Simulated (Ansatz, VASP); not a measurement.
Pt: VASP beside Ansatz

The input INCAR:

```
  ALGO = Normal
  EDIFF = 1E-6
  ENCUT = 520
  ISIF = 2
  ISMEAR = -1
  LASPH = True
  LCHARG = False
  LREAL = False
  LWAVE = False
  NBANDS = 17
  NELM = 80
  PREC = Accurate
  SIGMA = 0.08
```

File KPOINTS:

```
k-points
0
Gamma
  16 16 9
```

POSCAR

```
Pt
1.0
    2.4045094753      0.0000000000      0.0000000000
   -1.2022547376      2.0823662892      0.0000000000
    0.0000000000      0.0000000000      4.0361397156
Pt
2
Direct
    0.3333333333      0.6666666667      0.2500000000
    0.6666666667      0.3333333333      0.7500000000
```

Input for Ansatz:

```yaml
crystal:
  lattice:
    - [2.4045094753, 0.0, 0.0]
    - [-1.2022547376, 2.0823662892, 0.0]
    - [0.0, 0.0, 4.0361397156]
  atoms:
    - { symbol: Pt, position: [0.3333333333, 0.6666666667, 0.25] }
    - { symbol: Pt, position: [0.6666666667, 0.3333333333, 0.75] }
kpoints:
  mp_grid: { grid: [16, 16, 9] }
scf:
  occupations: { method: fermi_dirac, width: 0.08 }
hamiltonian:
  xc: lda
  pseudopotentials: { kind: paw }
output:
  forces: true
  stress: true
  eigenvalues: true
  populations: true
```

Change from the starting cell: volume scaled by 0.68, PAW files.

Alike in both runs: task single point; functional LDA; k mesh 16 × 16 × 9; occupations fermi-dirac, width 0.08 eV; no spin polarisation.

```csv
,VASP,Ansatz
version,VASP 6.6.1,Ansatz 0.2.0
potentials or method,"VASP PAW LDA potentials, release 64 (Pt)","PAW with Ansatz's default frozen-core files, scalar-relativistic"
plane-wave cutoff (eV),520,420
valence electrons in the cell,20,36
```

VASP gave:

- pressure (GPa): 318.3
- traceless stress, the component that is largest in VASP (GPa): -0.23

Problem. Estimate Ansatz's values.

Solution. Pressure (GPa): 311.6; traceless stress, the component that is largest in VASP (GPa): -0.01.

LDA's correlation is that of Perdew and Zunger in VASP and of Perdew and Wang (1992) in Ansatz. Both programs put the cell under a high pressure, so it lies far from rest at this level. VASP's potentials hold 20 valence electrons a cell and Ansatz's 36, so a difference there can come from the potentials and not from the codes.

Spin-orbit coupling is off throughout. Noted on VASP's run: the cell as given lies far from equilibrium.
